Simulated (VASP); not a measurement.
Write the native input for VASP 6.6.1 that does the following.

- Task: single point
- Functional: PBE
- Potentials or basis: VASP PAW PBE potentials, release 64 (Si)
- Cutoff: 520 eV
- k mesh: 4 × 4 × 4
- Occupations: gaussian, width 0.1 eV
- Spin: no spin polarisation
- Dipole correction: no
- Further INCAR settings: ALGO = Normal; EDIFF = 1e-07; NBANDS = 13

The structure of Si lies in POSCAR:

```
Si
1.0
    3.9151014700      0.0000000000      0.0000000000
    0.0000000000      3.9151014700      0.0000000000
    0.0000000000      0.0000000000      3.9054806100
Si
3
Direct
    0.0000000000      0.5000000000      0.3989463800
    0.5000000000      0.0000000000      0.3989463800
    0.0000000000      0.0000000000      0.5583363200
```

The cell was generated, and may not be a known phase.

The input as run:

INCAR

```
SYSTEM = Si
ALGO = Normal
EDIFF = 1E-7
ENCUT = 520
GGA = PE
ISIF = 2
ISMEAR = 0
LASPH = .TRUE.
LCHARG = .FALSE.
LREAL = .FALSE.
LWAVE = .FALSE.
NBANDS = 13
NELM = 60
PREC = Accurate
SIGMA = 0.1
```

KPOINTS

```
k-points
0
G
  4 4 4
  0 0 0
```

Potentials or basis: VASP PAW PBE potentials, release 64 (Si).

The run is started by

```sh
$ cat potpaw_PBE.64/Si/POTCAR > POTCAR
$ mpirun -np 1 vasp_std > vasp.out
```

It gave:

```json
{
 "Pressure": "28.9 GPa",
 "Largest force": "5.541 eV/Å",
 "Band gap on the k mesh": "zero (bands 6 and 7 overlap by 2.63 eV)"
}
```

Caveat: the k points lie up to 0.40 Å⁻¹ apart, too coarse for converged energies and pressures of a metal; forces of over 1 eV/Å act on the atoms, so gaps and moduli don't describe the material at rest.

Run time: 18 s on 1 thread of Intel Xeon 8259CL (shared host), peak memory 0.16 GiB.
